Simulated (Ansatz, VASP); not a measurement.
## One calculation of BaTe, two programs

INCAR

```
SYSTEM = BaTe
PREC     = Accurate       ! precision mode
ENCUT    = 520            ! plane-wave cutoff, eV
EDIFF    = 1E-6           ! SCF threshold, eV
ISMEAR   = 0              ! smearing method
SIGMA    = 0.02           ! smearing width, eV
LREAL    = .False.        ! projectors in reciprocal space
LASPH    = .True.         ! aspherical terms in the spheres
NELM     = 80             ! most SCF steps
ALGO     = Normal         ! electronic algorithm
ISIF     = 2              ! what is computed and relaxed
LWAVE    = .False.        ! write WAVECAR
LCHARG   = .True.         ! write CHGCAR
GGA      = PE             ! functional
LELF     = .True.         ! ELF
LVHAR    = .True.       
NBANDS   = 15             ! bands
```

Contents of KPOINTS:

```
Automatic mesh
0
Gamma
  6 6 6
  0 0 0
```

File POSCAR:

```
BaTe
1.0
    4.2217594497     -0.0841837035      0.0046460879
   -0.0841837035      4.3767853381      0.0121906528
    0.0046460879      0.0121906528      4.4503555013
Ba Te
1 1
Direct
   -0.0124294247     -0.0057243858     -0.0032938679
    0.5124294247      0.5057243858      0.5032938679
```

Input for Ansatz:

```yaml
crystal:
  lattice:
    - [4.2217594497, -0.0841837035, 0.0046460879]
    - [-0.0841837035, 4.3767853381, 0.0121906528]
    - [0.0046460879, 0.0121906528, 4.4503555013]
  atoms:
    - { symbol: Ba, position: [-0.0124294247, -0.0057243858, -0.0032938679] }
    - { symbol: Te, position: [0.5124294247, 0.5057243858, 0.5032938679] }
basis:
  ecutwfc: 420
kpoints:
  mp_grid: { grid: [6, 6, 6] }
hamiltonian:
  xc: pbe
scf:
  occupations: { method: gaussian, width: 0.02 }
output:
  forces: true
  stress: true
  eigenvalues: true
```

Change from the starting cell: all atoms moved at random, cell strained at random.

Alike in both runs: task single point; functional PBE; k mesh 6 × 6 × 6; occupations gaussian, width 0.02 eV; no spin polarisation.

|  | VASP | Ansatz |
| --- | --- | --- |
| version | VASP 6.6.1 | Ansatz 0.2.0 |
| potentials or method | VASP PAW PBE potentials, release 64 (Ba_sv, Te), cutoff 520 eV | scalar-relativistic, plane waves, PAW |
| valence electrons in the cell | 16 | 26 |

|  | VASP | Ansatz | Ansatz less VASP |
| --- | --- | --- | --- |
| gap on the k mesh at the Fermi level (eV) | 0.69 | 0.77 | +0.078 |
| least direct gap on the mesh (eV) | 0.69 | 0.77 | +0.081 |
| pressure (GPa) | -1.5 | -1.8 | -0.35 |
| traceless stress, the component that is largest in VASP (GPa) | 1.96 | 1.96 | -0.001 |
| rms of the force components (eV/Å) | 0.049 | 0.045 | -0.0043 |

Atom by atom the forces differ by 0.004 eV/Å (rms over components). With one functional, cell and mesh, what is left measures potentials, basis and numerics. VASP's potentials hold 16 valence electrons a cell and Ansatz's 26, so a difference there can come from the potentials and not from the codes.

Spin-orbit coupling is off throughout.
